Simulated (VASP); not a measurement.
## Sn: single point with PBE

Crystal: Sn.

```
CELL_PARAMETERS angstrom
0.00000 3.23334 3.23334
3.23334 0.00000 3.23334
3.23334 3.23334 0.00000
ATOMIC_POSITIONS crystal
Sn 0.75000 0.75000 0.75000
Sn 0.50000 0.50000 0.50000
```

```
Program                : VASP 6.6.1
Task                   : single point
Functional             : PBE
Potentials or basis    : VASP PAW PBE potentials, release 64 (Sn_d)
Cutoff                 : 520 eV
k mesh                 : 7 × 7 × 7
Occupations            : fermi-dirac, width 0.05 eV
Spin                   : no spin polarisation
Dipole correction      : no
Further INCAR settings : ALGO = Fast; EDIFF = 1e-07; NBANDS = 21
```

```json
{"Pressure": "3.7 GPa", "Band gap on the k mesh": "zero (band 14 reaches 5.84 eV, above the bottom of band 15 at 5.80 eV)"}
```

Levels at points of the mesh, in eV from the Fermi level:
| k point | band 10 | band 11 | band 12 | band 13 | band 14 | band 15 | band 16 | band 17 | band 18 | band 19 |
| --- | --- | --- | --- | --- | --- | --- | --- | --- | --- | --- |
| (0.00, 0.00, 0.00) | -21.30 | -10.66 | -0.55 | 0.10 | 0.10 | 0.10 | 2.18 | 2.18 | 2.18 | 5.05 |

Run time: 27 s on 1 thread of Intel(R) Xeon(R) Platinum 8259CL CPU @ 2.50GHz (Skylake/Cascade Lake) (shared host), peak memory 0.2 GiB.

Caveat: spin-orbit coupling is left out, which moves the levels of the heavy elements.
